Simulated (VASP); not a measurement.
# NaCl (Fm-3m) in VASP: settings compared, part 2 of 2

VASP 6.6.1. The steps go on from the part before.

## Step 4: Single point, PBE

This run uses another cell than the first one, of 16.20 Å³/atom, 1.060 times its volume.

Input file INCAR:

```
PREC = Accurate
ENCUT = 500
EDIFF = 1E-6
ISMEAR = 0
SIGMA = 0.01
LREAL = False
LASPH = True
NELM = 120
ALGO = Normal
ISIF = 2
LWAVE = False
LCHARG = False
GGA = PE
NBANDS = 14
GGA_COMPAT = False
```

Input file KPOINTS:

```
regular mesh
0
Gamma
  4 4 4
```

Input file POSCAR:

```
NaCl
1.0
    0.0000000000      2.5302711800      2.5302711800
    2.5302711800      0.0000000000      2.5302711800
    2.5302711800      2.5302711800      0.0000000000
Na Cl
1 1
Direct
    0.0000000000      0.0000000000      0.0000000000
    0.5000000000      0.5000000000      0.5000000000
```

Potentials or basis: VASP PAW PBE potentials, release 64 (Na_pv, Cl).

Launch:

```
$ cat potpaw_PBE.64/Na_pv/POTCAR potpaw_PBE.64/Cl/POTCAR > POTCAR
$ mpirun -np 1 vasp_std > vasp.out
```

OUTCAR:

```text
PREC = Accurate
   ENCUT = 500
   EDIFF = 1E-6
   ISMEAR = 0
   LREAL = False
   LASPH = True
   NELM = 120
   ISIF = 2
   GGA = PE

 ion  position               nearest neighbor table
   1  0.000  0.000  0.000-   2 2.53   2 2.53   2 2.53   2 2.53   2 2.53   2 2.53
   2  0.500  0.500  0.500-   1 2.53   1 2.53   1 2.53   1 2.53   1 2.53   1 2.53

  LATTYP: Found a face centered cubic cell.
 ALAT       =     5.0605423600

  Lattice vectors:

 A1 = (   0.0000000000,   2.5302711800,   2.5302711800)
[... 304 lines left out ...]
------------------------ aborting loop because EDIFF is reached ----------------------------------------

  FORCE on cell =-STRESS in cart. coord.  units (eV):
  Direction    XX          YY          ZZ          XY          YZ          ZX
  --------------------------------------------------------------------------------------
  -------------------------------------------------------------------------------------
  Total        3.8892004      3.8892004      3.8892004      0.0000000      0.0000000      0.0000000
  in kB      192.3267550    192.3267550    192.3267550      0.0000000      0.0000000      0.0000000
  external PRESSURE =     192.3267550 kB  Pullay stress =       0.0000000 kB

 VOLUME and BASIS-vectors are now :
 -----------------------------------------------------------------------------
  energy-cutoff  :      500.00
  volume of cell :       32.40
      direct lattice vectors                 reciprocal lattice vectors
     0.000000000  2.530271180  2.530271180    -0.197607278  0.197607278  0.197607278
     2.530271180  0.000000000  2.530271180     0.197607278 -0.197607278  0.197607278
     2.530271180  2.530271180  0.000000000     0.197607278  0.197607278 -0.197607278

 POSITION                                       TOTAL-FORCE (eV/Angst)
 -----------------------------------------------------------------------------------
      0.00000      0.00000      0.00000        -0.000000      0.000000      0.000000
      2.53027      2.53027      2.53027         0.000000     -0.000000     -0.000000
 -----------------------------------------------------------------------------------
    total drift:                                0.000000      0.000000      0.000000

  FREE ENERGIE OF THE ION-ELECTRON SYSTEM (eV)
  ---------------------------------------------------
  free  energy   TOTEN  =        -6.1781479957 eV

  energy  without entropy=       -6.1781479957  energy(sigma->0) =       -6.17814800
```

OSZICAR:

```text
N       E                     dE             d eps       ncg     rms          rms(c)
DAV:   1     0.985487473274E+02    0.98549E+02   -0.68359E+03   224   0.106E+03
DAV:   2    -0.571040648564E+00   -0.99120E+02   -0.92065E+02   262   0.273E+02
DAV:   3    -0.629416894019E+01   -0.57231E+01   -0.57025E+01   284   0.633E+01
DAV:   4    -0.636588613791E+01   -0.71717E-01   -0.71683E-01   242   0.720E+00
DAV:   5    -0.636725452921E+01   -0.13684E-02   -0.13681E-02   296   0.105E+00    0.253E+00
DAV:   6    -0.619255471247E+01    0.17470E+00   -0.23032E-01   284   0.370E+00    0.194E+00
DAV:   7    -0.617501708985E+01    0.17538E-01   -0.85618E-02   274   0.215E+00    0.127E+00
DAV:   8    -0.617820592603E+01   -0.31888E-02   -0.68832E-03   242   0.869E-01    0.285E-01
DAV:   9    -0.617809975727E+01    0.10617E-03   -0.17358E-04   284   0.154E-01    0.937E-02
DAV:  10    -0.617814349482E+01   -0.43738E-04   -0.70604E-05   254   0.108E-01    0.763E-03
DAV:  11    -0.617814744612E+01   -0.39513E-05   -0.64236E-06   272   0.274E-02    0.406E-03
DAV:  12    -0.617814799569E+01   -0.54957E-06   -0.72340E-07   228   0.988E-03
   1 F= -.61781480E+01 E0= -.61781480E+01  d E =-.297859E-17
```

Wall time 11 s (1 thread of Intel Xeon 8259CL, shared host); peak memory 0.14 GiB.

Results:

```yaml
Free_energy: -6.1781 eV
Pressure: 19.2 GPa
Band_gap_on_the_k_mesh: 6.70 eV, direct
```

Levels at points of the mesh, in eV from the valence-band top:
| k point | band 3 | band 4 | band 5 | band 6 | band 7 | band 8 | band 9 | band 10 | band 11 | band 12 |
| --- | --- | --- | --- | --- | --- | --- | --- | --- | --- | --- |
| (0.00, 0.00, 0.00) | -20.45 | -13.67 | 0.00 | 0.00 | 0.00 | 6.70 | 11.25 | 11.25 | 11.25 | 13.90 |
| (0.50, 0.00, 0.00) | -20.46 | -12.81 | -3.15 | -0.52 | -0.52 | 7.75 | 11.65 | 11.65 | 13.54 | 17.33 |
| (0.50, 0.50, 0.00) | -20.48 | -12.78 | -2.71 | -0.99 | -0.99 | 7.52 | 8.44 | 13.93 | 16.38 | 17.99 |

Caveat: the k points lie up to 0.54 Å⁻¹ apart. Expect the measured gap to be larger: semilocal functionals such as PBE lack the derivative discontinuity.

## Step 5: Single point, r2SCAN

Input file POSCAR:

```
NaCl
1.0
    0.0000000000      2.4816000000      2.4816000000
    2.4816000000      0.0000000000      2.4816000000
    2.4816000000      2.4816000000      0.0000000000
Na Cl
1 1
Direct
    0.0000000000      0.0000000000      0.0000000000
    0.5000000000      0.5000000000      0.5000000000
```

Input file INCAR.step1:

```
ALGO = Normal ; EDIFF = 1E-5
ENCUT = 550 ; GGA = PE
GGA_COMPAT = False ; ISMEAR = 0
LASPH = True ; LCHARG = False
LREAL = False ; LWAVE = True
NBANDS = 14 ; NELM = 120
PREC = Accurate ; SIGMA = 0.01
```

Input file INCAR.step2:

```
ALGO = Normal ; EDIFF = 1E-6
ENCUT = 550 ; GGA_COMPAT = False
ISIF = 2 ; ISMEAR = 0
ISTART = 1 ; LASPH = True
LCHARG = False ; LMIXTAU = True
LREAL = False ; LWAVE = False
METAGGA = R2SCAN ; NBANDS = 14
NELM = 120 ; PREC = Accurate
SIGMA = 0.01
```

Input file KPOINTS:

```
k-points
0
Gamma
  4 4 4
```

Launch:

```
$ cat potpaw_PBE.64/Na_pv/POTCAR potpaw_PBE.64/Cl/POTCAR > POTCAR
$ cp INCAR.step1 INCAR
$ mpirun -np 1 vasp_std > vasp.out
$ cp INCAR.step2 INCAR
$ mpirun -np 1 vasp_std > vasp.out
```

Run time: 52 s. Hardware: 1 thread of Intel Xeon 8259CL, shared host; peak memory 0.15 GiB.

Results (log left out):

| Quantity | Value |
| --- | --- |
| Free energy | -13.1025 eV |
| Pressure | 23.5 GPa |
| Band gap on the k mesh | 7.89 eV, indirect (least direct gap 8.06 eV) |

Levels at points of the mesh, in eV from the valence-band top:
```
           k point  band 3  band 4  band 5  band 6  band 7  band 8  band 9  band 10  band 11  band 12
(0.00, 0.00, 0.00)  -21.17  -14.50    0.00    0.00    0.00    8.06   11.83    11.83    11.83    14.68
(0.50, 0.00, 0.00)  -21.18  -13.49   -3.44   -0.62   -0.62    8.54   12.55    12.55    15.19    18.70
(0.50, 0.50, 0.00)  -21.21  -13.48   -2.98   -1.09   -1.09    7.89    9.52    15.57    17.31    19.60
```

Caveat: the k points lie up to 0.55 Å⁻¹ apart; the PAW data sets were made with another functional, which shifts forces and pressure a little. A k mesh can miss the band edges.

## Step 6: Single point, r2SCAN

POSCAR is that of step 5.

Input file INCAR.step1:

```
SYSTEM = NaCl
ALGO = Normal
EDIFF = 1E-5
ENCUT = 550
GGA = PE
GGA_COMPAT = .False.
ISMEAR = 0
LASPH = .True.
LCHARG = .False.
LREAL = .False.
LWAVE = .True.
NBANDS = 14
NELM = 120
PREC = Accurate
SIGMA = 0.01
```

Input file INCAR.step2:

```
SYSTEM = NaCl
ALGO = Normal
EDIFF = 1E-6
ENCUT = 550
GGA_COMPAT = .False.
ISIF = 2
ISMEAR = 0
ISTART = 1
LASPH = .True.
LCHARG = .True.
LELF = .True.
LMIXTAU = .True.
LREAL = .False.
LVHAR = .True.
LWAVE = .False.
METAGGA = R2SCAN
NBANDS = 14
NELM = 120
PREC = Accurate
SIGMA = 0.01
```

Input file KPOINTS:

```
k-points
0
Gamma
  4 4 4
  0 0 0
```

Potentials or basis: VASP PAW PBE potentials, release 64 (Na_pv, Cl).

Launch:

```
$ cat potpaw_PBE.64/Na_pv/POTCAR potpaw_PBE.64/Cl/POTCAR > POTCAR
$ cp INCAR.step1 INCAR
$ mpirun -np 1 vasp_std > vasp.out
$ cp INCAR.step2 INCAR
$ mpirun -np 1 vasp_std > vasp.out
```

Wall time 55 s (1 thread of Intel Xeon 8259CL, shared host); peak memory 0.15 GiB.

It converged, with:

```yaml
Free_energy: -13.1025 eV
Pressure: 23.5 GPa
Band_gap_on_the_k_mesh: 7.89 eV, indirect (least direct gap 8.06 eV)
```

Levels at points of the mesh, in eV from the valence-band top:
| k point | band 5 | band 6 | band 7 | band 8 | band 9 | band 10 |
| --- | --- | --- | --- | --- | --- | --- |
| (0.00, 0.00, 0.00) | 0.00 | 0.00 | 0.00 | 8.06 | 11.83 | 11.83 |
| (0.50, 0.00, 0.00) | -3.44 | -0.62 | -0.62 | 8.54 | 12.55 | 12.55 |
| (0.50, 0.50, 0.00) | -2.98 | -1.09 | -1.09 | 7.89 | 9.52 | 15.57 |

Caveat: the k points lie up to 0.55 Å⁻¹ apart; the PAW data sets were made with another functional, which shifts forces and pressure a little. r2SCAN opens gaps a little over a GGA but as a rule still falls short of measured ones.

## Step 7: Summary

```tsv
level	cell	cutoff (eV)	gap on the mesh (eV)	pressure (GPa)
PBE	a = 3.510 Å, angles 60.0°, 2 atoms	500	7.08	25.7
PBE	a = 3.578 Å, angles 60.0°, 2 atoms	500	6.70	19.2
r2SCAN	a = 3.510 Å, angles 60.0°, 2 atoms	550	7.89	23.5
```

Alike in all rows: task single point; potentials or basis VASP PAW PBE potentials, release 64 (Na_pv, Cl); no spin polarisation; k mesh 4 × 4 × 4; smearing gaussian 0.01 eV.

Caveats: all runs use coarse meshes; the PAW data sets were made with another functional, which shifts forces and pressure a little (some runs).

Total energies depend on the potentials used, so only differences within one code and one set of settings carry meaning.
